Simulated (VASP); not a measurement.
Crystal: NaCl.

```
Cl Na
1.0
     3.54828    0.00000    0.00000
     0.00000    3.54828    0.00000
     0.00000    0.00000    3.54828
Cl Na
1 1
Direct
  0.50000 0.50000 0.50000
  0.00000 0.00000 0.00000
```

This cell differs from its parent crystal: volume scaled by 1.04.

Base run:

```yaml
Program: VASP 6.6.1
Functional: PBE
Potentials_or_basis: VASP PAW PBE potentials, release 64 (Cl, Na_pv)
Cutoff: 520 eV
k_mesh: 8 × 8 × 8
Occupations: fermi-dirac, width 0.05 eV
Spin: no spin polarisation
```

Its results: band gap on the k mesh 3.85 eV, indirect (least direct gap 4.31 eV); pressure -0.9 GPa.

Task: The run is repeated on the same cell with these changes: functional from PBE to LDA; potentials or basis from VASP PAW PBE potentials, release 64 (Cl, Na_pv) to VASP PAW LDA potentials, release 64 (Cl, Na_pv). What comes out?

Result: Band gap on the k mesh 3.49 eV, indirect (least direct gap 3.97 eV); pressure -3.8 GPa.

A k mesh can miss the band edges.
